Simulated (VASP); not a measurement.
# TiAl (Amm2) in VASP: further runs, part 2 of 2

VASP 6.6.1.

## (3) Single point, r2SCAN (strain -0.0150 x Voigt [1, 0, 0, 0, 0, 0])

POSCAR

```
TiAl
1.0
    2.8242532992      0.0000000000      0.0000000000
   -1.4121266496      2.4831219328      0.0000000000
    0.0000000000      0.0000000000      4.6780830000
Ti Al
1 1
Direct
    0.0000000000      0.0000000000      0.0000000000
    0.3333333333      0.6666666667      0.5000000000
```

INCAR.step1

```
SYSTEM = TiAl
PREC = Accurate
ENCUT = 520
ISMEAR = 0
SIGMA = 0.15
LREAL = .FALSE.
LASPH = .TRUE.
NELM = 100
NBANDS = 14
GGA = PE
ALGO = Normal
EDIFF = 1E-4
LWAVE = .TRUE.
LCHARG = .FALSE.
```

INCAR.step2

```
SYSTEM = TiAl
PREC = Accurate
ENCUT = 520
EDIFF = 1E-7
ISMEAR = 0
SIGMA = 0.15
LREAL = .FALSE.
LASPH = .TRUE.
NELM = 100
ALGO = Normal
ISIF = 2
LWAVE = .FALSE.
LCHARG = .TRUE.
METAGGA = R2SCAN
LMIXTAU = .TRUE.
LELF = .TRUE.
LVHAR = .TRUE.
NBANDS = 14
ISTART = 1
```

KPOINTS

```
regular mesh
0
G
  18 18 10
  0 0 0
```

Potentials or basis: VASP PAW PBE potentials, release 64 (Ti_sv, Al).

Command:

```bash
$ cat potpaw_PBE.64/Ti_sv/POTCAR potpaw_PBE.64/Al/POTCAR > POTCAR
$ cp INCAR.step1 INCAR
$ mpirun -np 1 vasp_std > vasp.out
$ cp INCAR.step2 INCAR
$ mpirun -np 1 vasp_std > vasp.out
```

OUTCAR:

```text
SYSTEM = TiAl
   PREC = Accurate
   ENCUT = 520
   EDIFF = 1E-7
   ISMEAR = 0
   LREAL = .FALSE.
   LASPH = .TRUE.
   NELM = 100
   ISIF = 2
   METAGGA = R2SCAN
   ISTART = 1

 ion  position               nearest neighbor table
   1  0.000  0.000  0.000-   2 2.85   2 2.85   2 2.85   2 2.85   2 2.87   2 2.87
   2  0.333  0.667  0.500-   1 2.85   1 2.85   1 2.85   1 2.85   1 2.87   1 2.87

  LATTYP: Found a base centered orthorhombic cell.
 ALAT       =     2.8242532992
 B/A-ratio  =     1.7584272158
 C/A-ratio  =     1.6563964009

  Lattice vectors:

 A1 = (   1.4121266496,  -2.4831219328,   0.0000000000)
 A2 = (   1.4121266496,   2.4831219328,   0.0000000000)
 A3 = (   0.0000000000,   0.0000000000,   4.6780830000)

Analysis of symmetry for initial positions (statically):
=====================================================================
 Subroutine PRICEL returns:
 Original cell was already a primitive cell.

 Routine SETGRP: Setting up the symmetry group for a
 base centered orthorhombic supercell.

 Subroutine GETGRP returns: Found  4 space group operations
 (whereof  4 operations were pure point group operations)
 out of a pool of  8 trial point group operations.

The static configuration has the point symmetry C_2v.

Analysis of symmetry for dynamics (positions and initial velocities):
=====================================================================
 Subroutine PRICEL returns:
 Original cell was already a primitive cell.

 Routine SETGRP: Setting up the symmetry group for a
 base centered orthorhombic supercell.

 Subroutine GETGRP returns: Found  4 space group operations
 (whereof  4 operations were pure point group operations)
 out of a pool of  8 trial point group operations.

The dynamic configuration has the point symmetry C_2v.

 Subroutine INISYM returns: Found  4 space group operations
 (whereof  4 operations are pure point group operations),
 and found     1 'primitive' translations

----------------------------------------------------------------------------------------

                                     Primitive cell

  volume of cell :      32.8072

  direct lattice vectors                    reciprocal lattice vectors
     2.824253299  0.000000000  0.000000000     0.354075890  0.201359423  0.000000000
    -1.412126650  2.483121933  0.000000000     0.000000000  0.402718846  0.000000000
     0.000000000  0.000000000  4.678083000     0.000000000  0.000000000  0.213762774

  length of vectors
     2.824253299  2.856570708  4.678083000     0.407327084  0.402718846  0.213762774

  position of ions in fractional coordinates (direct lattice)
     0.000000000  0.000000000  0.000000000
     0.333333333  0.666666667  0.500000000

  ion indices of the primitive-cell ions
   primitive index   ion index
                 1           1
                 2           2

----------------------------------------------------------------------------------------

 KPOINTS: regular mesh

Automatic generation of k-mesh.
 Grid dimensions read from file:
 generate k-points for:   18   18   10

 Generating k-lattice:

  Cartesian coordinates                     Fractional coordinates (reciprocal lattice)
     0.019670883  0.011186635  0.000000000     0.055555556  0.000000000  0.000000000
[... 42 lines left out ...]
   number of dos      NEDOS =    301   number of ions     NIONS =      2
   total plane-waves  NPLWV =  20736
   dimension x,y,z NGX =    24 NGY =   24 NGZ =   36
   dimension x,y,z NGXF=    48 NGYF=   48 NGZF=   72
   ions per type =               1   1
   NGX,Y,Z   is equivalent  to a cutoff of  14.13, 13.97, 12.79 a.u.
   NGXF,Y,Z  is equivalent  to a cutoff of  28.25, 27.93, 25.59 a.u.
 SYSTEM =  TiAl
   PREC   = accura    normal or accurate (medium, high low for compatibility)
   ISTART =      1    job   : 0-new  1-cont  2-samecut
   ICHARG =      0    charge: 1-file 2-atom 10-const
   ISPIN  =      1    spin polarized calculation?
   LNONCOLLINEAR =      F non collinear calculations
   LSORBIT =      F    spin-orbit coupling
   LASPH  =      T    aspherical Exc in radial PAW
   ENCUT  =  520.0 eV  38.22 Ry    6.18 a.u.   5.25  5.31  8.70*2*pi/ulx,y,z
   NELM   =    100;   NELMIN=  2; NELMDL=  0     # of ELM steps
   EDIFF  = 0.1E-06   stopping-criterion for ELM
   LREAL  =      F    real-space projection
   EDIFFG = 0.1E-05   stopping-criterion for IOM
   NSW    =      0    number of steps for IOM
   IBRION =     -1    ionic relax: 0-MD 1-quasi-New 2-CG
   NFREE  =      0    steps in history (QN), initial steepest desc. (CG)
   ISIF   =      2    stress and relaxation
   ISYM   =      2    0-nonsym 1-usesym 2-fastsym
   POTIM  = 0.5000    time-step for ionic-motion
   TEBEG  =    0.0;   TEEND  =   0.0 temperature during run
   PSTRESS=    0.0 pullay stress
   NELECT =      15.0000    total number of electrons
   NUPDOWN=      -1.0000    fix difference up-down
   EMIN   =  10.00;   EMAX   =-10.00  energy-range for DOS
   EFERMI =   0.00;   METHOD = LEGACY
   ISMEAR =     0;   SIGMA  =   0.15  broadening in eV -4-tet -1-fermi 0-gaus
   EFERMI_NEDOS =   21; number of points for ismear=-14 and -15
   IALGO  =     38    algorithm
   IMIX   =      4    mixing-type and parameters
     AMIX     =   0.40;   BMIX     =  1.00
     AMIX_MAG =   1.60;   BMIX_MAG =  1.00
  volume/ion in A,a.u.               =      16.40       110.70
  Fermi-wavevector in a.u.,A,eV,Ry     =   1.261194  2.383312 21.641582  1.590611
  Thomas-Fermi vector in A             =   2.394666
   LORBIT       =      0    0 simple, 1 ext, 2 COOP (PROOUT), +10 PAW based schemes
   METAGGA = R2SCAN    functional components
   LHFCALC =     F    Hartree Fock is set to
   AEXX    =    0.0000 exact exchange contribution
   IVDW    =     0    specifies the selected vdW correction
   LEPSILON=     F    determine dielectric tensor
   LRPA    =     F    only Hartree local field effects (RPA)
 non-spin polarized calculation
 Gauss-broadening in eV      SIGMA  =   0.15
  energy-cutoff  :      520.00
  volume of cell :       32.81
 maximum number of plane-waves:       900
 NGX is ok and might be reduce to    24
   NGX = 11   NGY = 11   NGZ = 17

 number of electron      15.0000001 magnetization

 Free energy of the ion-electron system (eV)
  ---------------------------------------------------
  ext. energy  EPLUGINS =         0.00000000
  ---------------------------------------------------
  free energy    TOTEN  =       -20.24402272 eV

  energy without entropy =      -20.21935451  energy(sigma->0) =      -20.23168862

 E-fermi :   8.0030     XC(G=0): -11.8146

 val. band max:        8.0027836024   @ k =  -0.3889   0.1111   0.2000
 cond. band min:       8.0033794838   @ k =  -0.2222   0.0556   0.4000
 fundamental gap:      0.0005958814
 Fermi energy:         8.0029915106

 k-point     1 :       0.0000    0.0000    0.0000
  band No.  band energies     occupation
      1     -50.8174      2.00000
      2     -26.0960      2.00000
      3     -25.6483      2.00000
      4     -25.6325      2.00000
      5      -1.5454      2.00000
      6       5.5190      2.00000
      7       5.8354      2.00000
      8       9.3568      0.00000
      9       9.5645      0.00000
     10      11.1224      0.00000
     11      11.1700      0.00000
     12      12.1985      0.00000
     13      21.6229      0.00000
     14      22.0753      0.00000
[... 377 lines left out ...]
      1     -50.7593      2.00000
      2     -26.0397      2.00000
      3     -25.9789      2.00000
      4     -25.7272      2.00000
      5       0.1632      2.00000
      6       6.1411      2.00000
      7       6.9279      2.00000
      8       8.3454      0.00125
      9      10.6815      0.00000
     10      10.6835      0.00000
     11      11.5338      0.00000
     12      12.4680      0.00000
     13      14.2294      0.00000
     14      17.2573      0.00000

 [... further k-points ...]

------------------------ aborting loop because EDIFF is reached ----------------------------------------

  FORCE on cell =-STRESS in cart. coord.  units (eV):
  Direction    XX          YY          ZZ          XY          YZ          ZX
  --------------------------------------------------------------------------------------
  -------------------------------------------------------------------------------------
  Total        0.4765581      0.1576234     -0.2498665      0.0000000      0.0000000      0.0000000
  in kB       23.2732377      7.6977107    -12.2025066      0.0000000      0.0000000      0.0000000
  external PRESSURE =       6.2561473 kB  Pullay stress =       0.0000000 kB

 VOLUME and BASIS-vectors are now :
 -----------------------------------------------------------------------------
  energy-cutoff  :      520.00
  volume of cell :       32.81
      direct lattice vectors                 reciprocal lattice vectors
     2.824253299  0.000000000  0.000000000     0.354075890  0.201359423  0.000000000
    -1.412126650  2.483121933  0.000000000     0.000000000  0.402718846  0.000000000
     0.000000000  0.000000000  4.678083000     0.000000000  0.000000000  0.213762774

 POSITION                                       TOTAL-FORCE (eV/Angst)
 -----------------------------------------------------------------------------------
      0.00000      0.00000      0.00000        -0.000000      0.052414      0.000000
     -0.00000      1.65541      2.33904         0.000000     -0.052414      0.000000
 -----------------------------------------------------------------------------------
    total drift:                                0.000001      0.000108     -0.000000

  FREE ENERGIE OF THE ION-ELECTRON SYSTEM (eV)
  ---------------------------------------------------
  free  energy   TOTEN  =       -20.2440227215 eV

  energy  without entropy=      -20.2193545150  energy(sigma->0) =      -20.23168862
```

Wall time 15 min (1 thread of Intel Xeon Platinum 8259CL at 2.50GHz (Skylake/Cascade Lake), shared host); peak memory 0.38 GiB.

What came out:

| Property | Result |
| --- | --- |
| Free energy | -20.2440 eV |
| Pressure | 0.6 GPa |
| Largest force | 0.052 eV/Å |

Forces on the atoms (eV/Å):
```
Ti   0.000  0.052  0.000
Al   0.000 -0.052  0.000
```

Caveat: the cell differs from its parent crystal (strain -0.0150 x Voigt [1, 0, 0, 0, 0, 0]); the PAW data sets were made with another functional, which shifts forces and pressure a little.
